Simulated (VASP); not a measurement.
Input of a VASP 6.6.1 run:

File INCAR:

```
SYSTEM = AlN
  PREC = Accurate
  ENCUT = 520
  EDIFF = 1E-6
  ISMEAR = 0
  SIGMA = 0.05
  LREAL = .False.
  LASPH = .True.
  NELM = 80
  ALGO = Normal
  ISIF = 2
  LWAVE = .False.
  LCHARG = .True.
  LELF = .True.
  LVHAR = .True.
  NBANDS = 16
```

File KPOINTS:

```
regular mesh
0
Gamma
  8 8 6
  0 0 0
```

The input POSCAR:

```
AlN
1.0
    0.0000000000     -2.0221659415     -2.0221659415
    0.0000000000      2.0221659415     -2.0221659415
    4.0443318830      0.0000000000      0.0000000000
Al N
2 2
Direct
    0.5279229310      0.4720770690      0.0000000000
   -0.0279229310      0.0279229310      0.5000000000
    0.4885639493      0.5114360507      0.5000000000
    0.0114360507      0.9885639493      0.0000000000
```

Potentials or basis: VASP PAW LDA potentials, release 64 (Al, N).

Run with:

```sh
$ cat potpaw_LDA.64/Al/POTCAR potpaw_LDA.64/N/POTCAR > POTCAR
$ mpirun -np 1 vasp_std > vasp.out
```

(1) Predict the pressure.

(2) Estimate the band gap on the k mesh.

(3) Estimate the largest force.

Results:

(1) -4.9 GPa.

(2) 4.37 eV, indirect (least direct gap 4.46 eV).

(3) 1.204 eV/Å.

Caveat: forces of over 1 eV/Å act on the atoms, so gaps and moduli don't describe the material at rest.
